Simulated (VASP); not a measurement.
Wanted: the native input for a VASP 6.6.1 run.

```yaml
Task: relaxation of cell and atoms
Functional: PBE
Potentials_or_basis: VASP PAW PBE potentials, release 64 (Si, Ge_d)
Cutoff: 600 eV
k_mesh: 6 × 6 × 4
Occupations: gaussian, width 0.1 eV
Spin: no spin polarisation
Dipole_correction: no
Further_INCAR_settings: ALGO = Normal; EDIFF = 1e-07; IBRION = 2; EDIFFG = -0.04; NSW = 90; ISIF = 3
```

The structure of SiGe2 lies in POSCAR:

```
SiGe2
1.0
    4.1491864800      0.0000000000      0.0000000000
   -2.0745932400      3.5933008900      0.0000000000
    0.0000000000      0.0000000000      4.4255122700
Si Ge
1 2
Direct
    0.0000000000      0.0000000000      0.5000000000
    0.3333333300      0.6666666700      0.5000000000
    0.6666666700      0.3333333300      0.5000000000
```

The cell was built from a structure type or drawn by symmetry, and may not be a known phase.

The input as run:

INCAR

```
PREC = Accurate ; ENCUT = 600
EDIFF = 1E-7 ; ISMEAR = 0
SIGMA = 0.1 ; LREAL = False
LASPH = True ; NELM = 100
ALGO = Normal ; ISIF = 3
LWAVE = False ; LCHARG = False
GGA = PE ; IBRION = 2
NSW = 90 ; EDIFFG = -0.04
```

KPOINTS

```
regular mesh
0
Gamma
  6 6 4
```

Potentials or basis: VASP PAW PBE potentials, release 64 (Si, Ge_d).

Command:

```sh
$ cat potpaw_PBE.64/Si/POTCAR potpaw_PBE.64/Ge_d/POTCAR > POTCAR
$ mpirun -np 1 vasp_std > vasp.out
```

Results of the run:

```yaml
Relaxed_volume: 18.77 Å³/atom
Relaxed_cell: a = 5.132 Å, b = 5.132 Å, c = 2.469 Å, α = 90.00°, β = 90.00°, γ = 120.00°
Space_group_after_relaxing_to_0.1_Å: P6/mmm (No. 191)
Energy_gained_by_relaxing: 1031.4 meV/atom
Ionic_steps: 40
Pressure_after_relaxing: 0.1 GPa
Band_gap_on_the_k_mesh: zero (bands 16 and 17 overlap by 4.69 eV)
```

Caveat: a cell axis changed by over 15 % at a fixed basis, so the end point is rough.

It took 5.9 min on 1 thread of Intel(R) Xeon(R) 6975P-C (Granite Rapids), with other jobs on the host, peak memory 0.23 GiB.
